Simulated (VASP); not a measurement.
Here is a VASP 6.6.1 calculation.

INCAR

```
PREC = Accurate
ENCUT = 500
EDIFF = 1E-6
ISMEAR = 0
SIGMA = 0.1
LREAL = False
LASPH = True
NELM = 200
ALGO = Normal
ISIF = 2
LWAVE = False
LCHARG = False
ISPIN = 2
MAGMOM = 0 0 0 0 1
LORBIT = 11
LMAXMIX = 6
GGA = PE
NBANDS = 35
GGA_COMPAT = False
```

File KPOINTS:

```
regular mesh
0
Gamma
  4 4 4
```

Contents of POSCAR:

```
Ho4Pd
1.0
   -3.3557175240      3.3557175240      3.3557175240
    3.3557175240     -3.3557175240      3.3557175240
    3.3557175240      3.3557175240     -3.3557175240
Ho Pd
4 1
Direct
    0.0000000000      0.0000000000      0.5000000000
    0.5000000000      0.0000000000      0.0000000000
    0.0000000000      0.5000000000      0.0000000000
    0.5000000000      0.5000000000      0.5000000000
    0.0000000000      0.0000000000      0.0000000000
```

Potentials or basis: VASP PAW PBE potentials, release 64 (Ho_3, Pd), 4f in core.

Command:

```console
$ cat potpaw_PBE.64/Ho_3/POTCAR potpaw_PBE.64/Pd/POTCAR > POTCAR
$ mpirun -np 1 vasp_std > vasp.out
```

(1) What does it give for the pressure?

(2) Estimate the net moment.

## Answers

(1) 0.6 GPa.

(2) -0.04 μB per cell.

Caveat: the magnetic or orbital state may not be the lowest.
